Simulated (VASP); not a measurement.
# ZnO (P6_3mc) in VASP: a series of runs

The runs below take ZnO through relaxation of shape and atoms at fixed volume, with PBEsol, revPBE+D3(BJ).

Everything below comes from runs of VASP 6.6.1. Logs are shortened: lines on timing, memory, paths and dates and some standing lists are left out, and cuts for length are marked.

## (1) The cell of the first run

The structure is hexagonal, space group P6_3mc (No. 186). Conventional cell: a = 3.242 Å, b = 3.242 Å, c = 5.228 Å, α = 90.00°, β = 90.00°, γ = 120.00°. Zn (site symmetry 3m) has 4 O at 1.98 Å within 2.6 Å. O (site symmetry 3m) has 4 Zn at 1.98 Å within 2.6 Å.

## (2) Relaxation of shape and atoms at fixed volume, PBEsol

INCAR reads:

```
ALGO = Normal ; EDIFF = 1E-7
EDIFFG = -0.02 ; ENCUT = 600
GGA = PS ; IBRION = 2
ISIF = 4 ; ISMEAR = 0
LASPH = True ; LCHARG = False
LREAL = False ; LWAVE = False
NELM = 80 ; NSW = 60
PREC = Accurate ; SIGMA = 0.05
```

KPOINTS reads:

```
k-points
0
Gamma
  8 8 6
```

POSCAR reads:

```
ZnO
1.0
    3.2419811861      0.0000000000      0.0000000000
   -1.6209905930      2.8076380657      0.0000000000
    0.0000000000      0.0000000000      5.2276401393
Zn O
2 2
Direct
    0.3333333333      0.6666666667      0.0014489168
    0.6666666667      0.3333333333      0.5014489168
    0.3333333333      0.6666666667      0.3806510832
    0.6666666667      0.3333333333      0.8806510832
```

Potentials or basis: VASP PAW PBE potentials, release 64 (Zn, O).

The run is started by

```sh
$ cat potpaw_PBE.64/Zn/POTCAR potpaw_PBE.64/O/POTCAR > POTCAR
$ mpirun -np 1 vasp_std > vasp.out
```

OUTCAR:

```text
EDIFF = 1E-7
   EDIFFG = -0.02
   ENCUT = 600
   GGA = PS
   IBRION = 2
   ISIF = 4
   ISMEAR = 0
   LASPH = True
   LREAL = False
   NELM = 80
   NSW = 60
   PREC = Accurate

 ion  position               nearest neighbor table
   1  0.333  0.667  0.001-   4 1.98   4 1.98   4 1.98   3 1.98
   2  0.667  0.333  0.501-   3 1.98   3 1.98   3 1.98   4 1.98
   3  0.333  0.667  0.381-   2 1.98   2 1.98   2 1.98   1 1.98
   4  0.667  0.333  0.881-   1 1.98   1 1.98   1 1.98   2 1.98

  LATTYP: Found a hexagonal cell.
 ALAT       =     3.2419811861
 C/A-ratio  =     1.6124831821

  Lattice vectors:

 A1 = (   3.2419811861,   0.0000000000,   0.0000000000)
 A2 = (  -1.6209905930,   2.8076380657,   0.0000000000)
 A3 = (   0.0000000000,   0.0000000000,   5.2276401393)

Analysis of symmetry for initial positions (statically):
=====================================================================
 Subroutine PRICEL returns:
 Original cell was already a primitive cell.

 Routine SETGRP: Setting up the symmetry group for a
 hexagonal supercell.

 Subroutine GETGRP returns: Found 12 space group operations
 (whereof  6 operations were pure point group operations)
 out of a pool of 24 trial point group operations.

The static configuration has the point symmetry C_3v.
 The point group associated with its full space group is C_6v.

Analysis of symmetry for dynamics (positions and initial velocities):
=====================================================================
 Subroutine PRICEL returns:
 Original cell was already a primitive cell.

 Routine SETGRP: Setting up the symmetry group for a
 hexagonal supercell.

 Subroutine GETGRP returns: Found 12 space group operations
 (whereof  6 operations were pure point group operations)
 out of a pool of 24 trial point group operations.

The dynamic configuration has the point symmetry C_3v.
 The point group associated with its full space group is C_6v.

 Subroutine INISYM returns: Found 12 space group operations
 (whereof  6 operations are pure point group operations),
 and found     1 'primitive' translations

----------------------------------------------------------------------------------------

                                     Primitive cell

  volume of cell :      47.5836

  direct lattice vectors                    reciprocal lattice vectors
     3.241981186  0.000000000  0.000000000     0.308453363  0.178085632  0.000000000
    -1.620990593  2.807638066  0.000000000     0.000000000  0.356171264  0.000000000
     0.000000000  0.000000000  5.227640139     0.000000000  0.000000000  0.191290902

  length of vectors
     3.241981186  3.241981186  5.227640139     0.356171264  0.356171264  0.191290902

  position of ions in fractional coordinates (direct lattice)
     0.333333333  0.666666667  0.001448917
     0.666666667  0.333333333  0.501448917
     0.333333333  0.666666667  0.380651083
     0.666666667  0.333333333  0.880651083

  ion indices of the primitive-cell ions
   primitive index   ion index
                 1           1
                 2           2
                 3           3
                 4           4

----------------------------------------------------------------------------------------

 KPOINTS: k-points

Automatic generation of k-mesh.
 Grid dimensions read from file:
 generate k-points for:    8    8    6

 Generating k-lattice:

  Cartesian coordinates                     Fractional coordinates (reciprocal lattice)
     0.038556670  0.022260704  0.000000000     0.125000000  0.000000000  0.000000000
     0.000000000  0.044521408  0.000000000     0.000000000  0.125000000  0.000000000
     0.000000000  0.000000000  0.031881817     0.000000000  0.000000000  0.166666667

  Length of vectors
     0.044521408  0.044521408  0.031881817

  Shift w.r.t. Gamma in fractional coordinates (k-lattice)
     0.000000000  0.000000000  0.000000000

 Subroutine IBZKPT returns following result:
 ===========================================

 Found     40 irreducible k-points:

 Following reciprocal coordinates:
            Coordinates               Weight
  0.000000  0.000000  0.000000      1.000000
  0.125000 -0.000000  0.000000      6.000000
  0.250000 -0.000000  0.000000      6.000000
  0.375000  0.000000  0.000000      6.000000
  0.500000 -0.000000  0.000000      3.000000
  0.125000  0.125000  0.000000      6.000000
[... 16 lines left out ...]
  0.250000 -0.000000  0.333333     12.000000
  0.375000  0.000000  0.333333     12.000000
 [... further k-points ...]
   k-points           NKPTS =     40   k-points in BZ     NKDIM =     40   number of bands    NBANDS=     22
   number of dos      NEDOS =    301   number of ions     NIONS =      4
   total plane-waves  NPLWV =  32928
   dimension x,y,z NGX =    28 NGY =   28 NGZ =   42
   dimension x,y,z NGXF=    56 NGYF=   56 NGZF=   84
   ions per type =               2   2
   NGX,Y,Z   is equivalent  to a cutoff of  14.36, 14.36, 13.36 a.u.
   NGXF,Y,Z  is equivalent  to a cutoff of  28.72, 28.72, 26.71 a.u.
 SYSTEM =  unknown system
   PREC   = accura    normal or accurate (medium, high low for compatibility)
   ISTART =      0    job   : 0-new  1-cont  2-samecut
   ICHARG =      2    charge: 1-file 2-atom 10-const
   ISPIN  =      1    spin polarized calculation?
   LNONCOLLINEAR =      F non collinear calculations
   LSORBIT =      F    spin-orbit coupling
   LASPH  =      T    aspherical Exc in radial PAW
   ENCUT  =  600.0 eV  44.10 Ry    6.64 a.u.   6.48  6.48 10.44*2*pi/ulx,y,z
   NELM   =     80;   NELMIN=  2; NELMDL= -5     # of ELM steps
   EDIFF  = 0.1E-06   stopping-criterion for ELM
   LREAL  =      F    real-space projection
   EDIFFG = -.2E-01   stopping-criterion for IOM
   NSW    =     60    number of steps for IOM
   IBRION =      2    ionic relax: 0-MD 1-quasi-New 2-CG
   NFREE  =      1    steps in history (QN), initial steepest desc. (CG)
   ISIF   =      4    stress and relaxation
   ISYM   =      2    0-nonsym 1-usesym 2-fastsym
   POTIM  = 0.5000    time-step for ionic-motion
   TEBEG  =    0.0;   TEEND  =   0.0 temperature during run
   PSTRESS=    0.0 pullay stress
   NELECT =      36.0000    total number of electrons
   NUPDOWN=      -1.0000    fix difference up-down
   EMIN   =  10.00;   EMAX   =-10.00  energy-range for DOS
   EFERMI =   0.00;   METHOD = LEGACY
   ISMEAR =     0;   SIGMA  =   0.05  broadening in eV -4-tet -1-fermi 0-gaus
   EFERMI_NEDOS =   21; number of points for ismear=-14 and -15
   IALGO  =     38    algorithm
   IMIX   =      4    mixing-type and parameters
     AMIX     =   0.40;   BMIX     =  1.00
     AMIX_MAG =   1.60;   BMIX_MAG =  1.00
  volume/ion in A,a.u.               =      11.90        80.28
  Fermi-wavevector in a.u.,A,eV,Ry     =   1.491729  2.818959 30.276433  2.225255
  Thomas-Fermi vector in A             =   2.604347
   LORBIT       =      0    0 simple, 1 ext, 2 COOP (PROOUT), +10 PAW based schemes
   GGA     = PS    functional components
   LHFCALC =     F    Hartree Fock is set to
   AEXX    =    0.0000 exact exchange contribution
   IVDW    =     0    specifies the selected vdW correction
   LEPSILON=     F    determine dielectric tensor
   LRPA    =     F    only Hartree local field effects (RPA)
 conjugate gradient relaxation of ions
 non-spin polarized calculation
 Gauss-broadening in eV      SIGMA  =   0.05
  energy-cutoff  :      600.00
  volume of cell :       47.58
 maximum number of plane-waves:      1617
 NGX is ok and might be reduce to    28
   NGX = 13   NGY = 13   NGZ = 21

 number of electron      36.0000006 magnetization

 Free energy of the ion-electron system (eV)
  ---------------------------------------------------
  ext. energy  EPLUGINS =         0.00000000
  ---------------------------------------------------
  free energy    TOTEN  =       -19.41507312 eV

  energy without entropy =      -19.41507312  energy(sigma->0) =      -19.41507312

 E-fermi :   1.2600     XC(G=0): -11.1873

 val. band max:        1.0540146335   @ k =   0.0000   0.0000   0.0000
 cond. band min:       1.7319787731   @ k =   0.0000   0.0000   0.0000
 fundamental gap:      0.6779641397
 Fermi energy:         1.2599512886

 k-point     1 :       0.0000    0.0000    0.0000
  band No.  band energies     occupation
      1     -16.9934      2.00000
      2     -16.2520      2.00000
      3      -4.6719      2.00000
      4      -4.6642      2.00000
      5      -4.6642      2.00000
      6      -4.6187      2.00000
[... 14 lines left out ...]
     21       9.1314      0.00000
     22      13.8287      0.00000

 k-point     2 :       0.1250   -0.0000    0.0000
  band No.  band energies     occupation
      1     -16.9063      2.00000
      2     -16.2136      2.00000
      3      -4.7677      2.00000
      4      -4.6153      2.00000
      5      -4.5714      2.00000
      6      -4.5507      2.00000
[... 14 lines left out ...]
     21       9.1187      0.00000
     22      12.4060      0.00000

 k-point     3 :       0.2500   -0.0000    0.0000
  band No.  band energies     occupation
      1     -16.6816      2.00000
      2     -16.1276      2.00000
      3      -4.9433      2.00000
      4      -4.5884      2.00000
      5      -4.5094      2.00000
      6      -4.3969      2.00000
[... 14 lines left out ...]
     21       9.0461      0.00000
     22      10.5594      0.00000

 k-point     4 :       0.3750    0.0000    0.0000
  band No.  band energies     occupation
      1     -16.4219      2.00000
      2     -16.0648      2.00000
      3      -4.9943      2.00000
      4      -4.6625      2.00000
      5      -4.4303      2.00000
      6      -4.1878      2.00000
[... 14 lines left out ...]
     21       8.5961      0.00000
     22       9.5825      0.00000

 k-point     5 :       0.5000   -0.0000    0.0000
  band No.  band energies     occupation
      1     -16.2881      2.00000
      2     -16.0612      2.00000
      3      -4.9168      2.00000
      4      -4.7472      2.00000
      5      -4.4073      2.00000
      6      -4.0423      2.00000
[... 417 lines left out ...]
 k-point    22 :       0.1250   -0.0000    0.3333
  band No.  band energies     occupation
      1     -16.7391      2.00000
      2     -16.3928      2.00000
      3      -4.9110      2.00000
      4      -4.8749      2.00000
      5      -4.5803      2.00000
      6      -4.5763      2.00000
[... 14 lines left out ...]
     21       9.9588      0.00000
     22      12.1405      0.00000

 k-point    23 :       0.2500   -0.0000    0.3333
  band No.  band energies     occupation
      1     -16.5440      2.00000
      2     -16.2666      2.00000
      3      -5.0415      2.00000
      4      -4.9292      2.00000
      5      -4.4528      2.00000
      6      -4.4353      2.00000
[... 14 lines left out ...]
     21       9.8368      0.00000
     22      10.7067      0.00000

 k-point    24 :       0.3750    0.0000    0.3333
  band No.  band energies     occupation
      1     -16.3282      2.00000
      2     -16.1491      2.00000
      3      -5.1045      2.00000
      4      -4.9800      2.00000
      5      -4.3394      2.00000
      6      -4.2468      2.00000
[... 14 lines left out ...]
     21       9.4683      0.00000
     22       9.6912      0.00000

 [... further k-points ...]
[... 5 lines left out ...]
  --------------------------------------------------------------------------------------
  -------------------------------------------------------------------------------------
  Total       -0.1954163     -0.1954163     -0.1526687     -0.0000000      0.0000000      0.0000000
  in kB       -6.5798213     -6.5798213     -5.1404740     -0.0000000      0.0000000      0.0000000
  external PRESSURE =      -6.1000388 kB  Pullay stress =       0.0000000 kB

 VOLUME and BASIS-vectors are now :
 -----------------------------------------------------------------------------
  energy-cutoff  :      600.00
  volume of cell :       47.58
      direct lattice vectors                 reciprocal lattice vectors
     3.241981186  0.000000000  0.000000000     0.308453363  0.178085632  0.000000000
    -1.620990593  2.807638066  0.000000000     0.000000000  0.356171264  0.000000000
     0.000000000  0.000000000  5.227640139     0.000000000  0.000000000  0.191290902

 POSITION                                       TOTAL-FORCE (eV/Angst)
 -----------------------------------------------------------------------------------
     -0.00000      1.87176      0.00757         0.000000      0.000000     -0.000883
      1.62099      0.93588      2.62139         0.000000     -0.000000     -0.000883
     -0.00000      1.87176      1.98991         0.000000     -0.000000      0.000883
      1.62099      0.93588      4.60373        -0.000000     -0.000000      0.000883
 -----------------------------------------------------------------------------------
    total drift:                               -0.000000      0.000000     -0.002012

  FREE ENERGIE OF THE ION-ELECTRON SYSTEM (eV)
  ---------------------------------------------------
  free  energy   TOTEN  =       -19.4150731171 eV

  energy  without entropy=      -19.4150731171  energy(sigma->0) =      -19.41507312

 reached required accuracy - stopping structural energy minimisation
```

It took 48 s on 1 thread of Intel Xeon Platinum 8488C (Sapphire Rapids), shared host; peak memory 0.2 GiB.

Results:

```yaml
Free_energy: -19.4151 eV
Pressure_after_relaxing: -0.6 GPa
Band_gap_on_the_k_mesh: 0.68 eV, direct
```

Final structure:
```xyz
4
Lattice="3.2420 0.0000 0.0000 -1.6210 2.8076 0.0000 0.0000 0.0000 5.2276" Properties=species:S:1:pos:R:3 pbc="T T T"
Zn    0.0000    1.8718    0.0076
Zn    1.6210    0.9359    2.6214
O     0.0000    1.8718    1.9899
O     1.6210    0.9359    4.6037
```

Levels at points of the mesh, in eV from the valence-band top:
| k point | band 14 | band 15 | band 16 | band 17 | band 18 | band 19 | band 20 | band 21 | band 22 |
| --- | --- | --- | --- | --- | --- | --- | --- | --- | --- |
| (0.00, 0.00, 0.00) | -0.80 | -0.80 | -0.09 | 0.00 | 0.00 | 0.68 | 5.12 | 8.08 | 12.77 |
| (0.50, 0.00, 0.00) | -3.58 | -2.85 | -2.29 | -1.31 | -0.85 | 5.69 | 6.71 | 7.43 | 8.44 |
| (0.00, 0.00, 0.50) | -2.26 | -0.40 | -0.40 | -0.40 | -0.40 | 3.36 | 3.36 | 9.93 | 9.93 |
| (0.50, 0.00, 0.50) | -3.77 | -1.52 | -1.52 | -1.39 | -1.39 | 5.56 | 5.56 | 8.35 | 8.35 |

Caveat: the relaxation stopped at its first step, so nothing moved; the PAW data sets were made with another functional, which shifts forces and pressure a little. A hybrid or GW would open this gap; PBEsol tends to underestimate it.

(Part 1 of 2 ends here.)
